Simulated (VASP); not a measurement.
Write the native input for VASP 6.6.1 that does the following.

* Task: single point
* Functional: PBE
* Potentials or basis: VASP PAW PBE potentials, release 64 (Rh_pv)
* Cutoff: 520 eV
* k mesh: 22 × 22 × 22
* Occupations: gaussian, width 0.15 eV
* Spin: no spin polarisation
* Dipole correction: no
* Further INCAR settings: ALGO = Fast; EDIFF = 1e-06; NBANDS = 14

The structure of Rh lies in POSCAR:

```
Rh
1.0
    0.0000000000      1.7162535549      2.0028678986
    1.7162535549      0.0000000000      2.0028678986
    1.7162535549      1.7162535549      0.0000000000
Rh
1
Direct
    0.0000000000      0.0000000000      0.0000000000
```

This cell differs from its parent crystal: volume 11.799 Å^3 an atom, c/a of the conventional cell 1.1670.

The input as run:

INCAR

```
PREC = Accurate
ENCUT = 520
EDIFF = 1E-6
ISMEAR = 0
SIGMA = 0.15
LREAL = False
LASPH = True
NELM = 60
ALGO = Fast
ISIF = 2
LWAVE = False
LCHARG = False
GGA = PE
NBANDS = 14
```

KPOINTS

```
regular mesh
0
Gamma
  22 22 22
```

Potentials or basis: VASP PAW PBE potentials, release 64 (Rh_pv).

Launch:

```sh
$ cat potpaw_PBE.64/Rh_pv/POTCAR > POTCAR
$ mpirun -np 1 vasp_std > vasp.out
```

It gave:

```json
{
 "Pressure": "76.0 GPa"
}
```

It took 45 s on 1 thread of Intel(R) Xeon(R) 6975P-C (Granite Rapids), with other jobs on the host, peak memory 0.23 GiB.
